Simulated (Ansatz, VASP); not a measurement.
## Two plane-wave programs on SnO

The input INCAR:

```
SYSTEM = SnO
ALGO     = Normal         ! electronic algorithm
DIPOL    = 0.5 0.5 0.403
EDIFF    = 1E-6           ! SCF threshold, eV
ENCUT    = 910            ! plane-wave cutoff, eV
GGA      = PE             ! functional
GGA_COMPAT= .False.      
IDIPOL   = 3            
ISIF     = 2              ! what is computed and relaxed
ISMEAR   = 0              ! smearing method
IVDW     = 12             ! dispersion correction
LASPH    = .True.         ! aspherical terms in the spheres
LCHARG   = .False.        ! write CHGCAR
LDIPOL   = .True.       
LREAL    = .False.        ! projectors in reciprocal space
LWAVE    = .False.        ! write WAVECAR
NBANDS   = 50             ! bands
NELM     = 120            ! most SCF steps
NELMDL   = -8           
PREC     = Accurate       ! precision mode
SIGMA    = 0.05           ! smearing width, eV
```

KPOINTS

```
k-points
0
Gamma
  7 7 1
  0 0 0
```

POSCAR

```
SnO
1.0
    3.8201636883      0.0000000000      0.0000000000
    0.0000000000      3.8201636883      0.0000000000
    0.0000000000      0.0000000000     22.2260802162
Sn O
4 4
Direct
    0.7500000000      0.2500000000      0.2024648501
    0.2500000000      0.7500000000      0.3087831971
    0.3750000000      1.1250000000      0.4977503906
   -0.1250000000      1.6250000000      0.6040687375
    0.2500000000      0.2500000000      0.2556240236
    0.7500000000      0.7500000000      0.2556240236
   -0.1250000000      1.1250000000      0.5509095640
    0.3750000000      1.6250000000      0.5509095640
```

Input for Ansatz:

```yaml
crystal:
  lattice:
    - [3.8201635894, 0.0, 0.0]
    - [0.0, 3.8201635894, 0.0]
    - [0.0, 0.0, 22.2260803631]
  atoms:
    - { symbol: Sn, position: [0.75, 0.25, 0.2024648488] }
    - { symbol: O, position: [0.25, 0.25, 0.2556240236] }
    - { symbol: O, position: [0.75, 0.75, 0.2556240236] }
    - { symbol: Sn, position: [0.25, 0.75, 0.3087831984] }
    - { symbol: Sn, position: [0.375, 1.125, 0.4977503906] }
    - { symbol: O, position: [-0.125, 1.125, 0.5509095654] }
    - { symbol: O, position: [0.375, 1.625, 0.5509095654] }
    - { symbol: Sn, position: [-0.125, 1.625, 0.6040687401] }
basis:
  ecutwfc: 420
kpoints:
  mp_grid: { grid: [7, 7, 1] }
hamiltonian:
  xc: pbe
  pseudopotentials: { kind: paw, azcp: { folder: soft_1 } }
  dispersion: d3bj
scf:
  occupations: { method: gaussian, width: 0.05 }
output:
  forces: true
  eigenvalues: true
efield:
  axis: 3
  dipole_correction: true
  ramp_width: 0.04
```

Alike in both runs: task single point; functional PBE; dispersion D3(BJ); k mesh 7 × 7 × 1; occupations gaussian, width 0.05 eV; no spin polarisation.

|  | VASP | Ansatz |
| --- | --- | --- |
| version | VASP 6.6.1 | Ansatz 0.2.0 |
| potentials or method | VASP PAW PBE potentials, release 64 (Sn_d, O_h), cutoff 910 eV | scalar-relativistic, plane waves, PAW |
| valence electrons in the cell | 80 | 80 |

VASP gave:

- gap on the k mesh at the Fermi level (eV): 2.51
- least direct gap on the mesh (eV): 2.57
- rms of the force components (eV/Å): 0.043

Question: Which values does Ansatz return?

Answer: gap on the k mesh at the Fermi level (eV): 2.52; least direct gap on the mesh (eV): 2.61; rms of the force components (eV/Å): 0.014.

Noted on VASP's run: the cutoff is under 1.25 times that of the potentials, so the pressure is a little rough.
